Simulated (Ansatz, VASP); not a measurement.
**LaP: VASP beside Ansatz**

File INCAR:

```
PREC = Accurate
ENCUT = 520
EDIFF = 1E-7
ISMEAR = -1
SIGMA = 0.03
LREAL = F
LASPH = T
NELM = 60
ALGO = Normal
ISIF = 2
LWAVE = F
LCHARG = F
NBANDS = 15
```

KPOINTS

```
regular mesh
0
Gamma
  10 10 10
```

The input POSCAR:

```
LaP
1.0
    0.0000000000      3.0125000000      2.9522500000
    3.0125000000      0.0000000000      2.9522500000
    3.0125000000      3.0125000000      0.0000000000
La P
1 1
Direct
    0.0000000000      0.0000000000      0.0000000000
    0.5000000000      0.5000000000      0.5000000000
```

Input for Ansatz:

```yaml
crystal:
  lattice:
    - [0.0, 3.0125, 2.95225]
    - [3.0125, 0.0, 2.95225]
    - [3.0125, 3.0125, 0.0]
  atoms:
    - { symbol: La, position: [0.0, 0.0, 0.0] }
    - { symbol: P, position: [0.5, 0.5, 0.5] }
kpoints:
  mp_grid: { grid: [10, 10, 10] }
  band_path:
    path:
      - [0.0, 0.0, 0.0]
      - [0.0, 0.5, 0.5]
      - [0.25, 0.75, 0.5]
      - [0.0, 0.5, 0.0]
      - [0.0, 0.0, 0.0]
      - [0.5, 0.5, 0.0]
      - [0.3801541025, 0.6198458975, 0.0]
      - [-0.3801541025, 0.3801541025, 0.0]
      - [0.0, 0.0, 0.0]
    npoints: 5
scf:
  occupations: { method: fermi_dirac, width: 0.03 }
hamiltonian:
  xc: lda
  pseudopotentials: { kind: all_electron, lapw: { basis_error: 0.001 } }
output:
  forces: true
  stress: true
  eigenvalues: true
```

Change from the starting cell: zz strain of -2 %.

Alike in both runs: task single point; functional LDA; k mesh 10 × 10 × 10; occupations fermi-dirac, width 0.03 eV; no spin polarisation.

```csv
,VASP,Ansatz
version,VASP 6.6.1,Ansatz 0.2.0
potentials or method,"VASP PAW LDA potentials, release 64 (La, P), cutoff 520 eV","all-electron LAPW, scalar-relativistic"
```

|  | VASP | Ansatz | Ansatz less VASP |
| --- | --- | --- | --- |
| pressure (GPa) | -1.8 | -1.7 | +0.06 |
| traceless stress, the component that is largest in VASP (GPa) | 2.01 | 2.01 | +0.003 |

LDA's correlation is that of Perdew and Zunger in VASP and of Perdew and Wang (1992) in Ansatz. Ansatz ran all-electron here, and VASP with PAW potentials.

Neither program's run includes spin-orbit coupling.
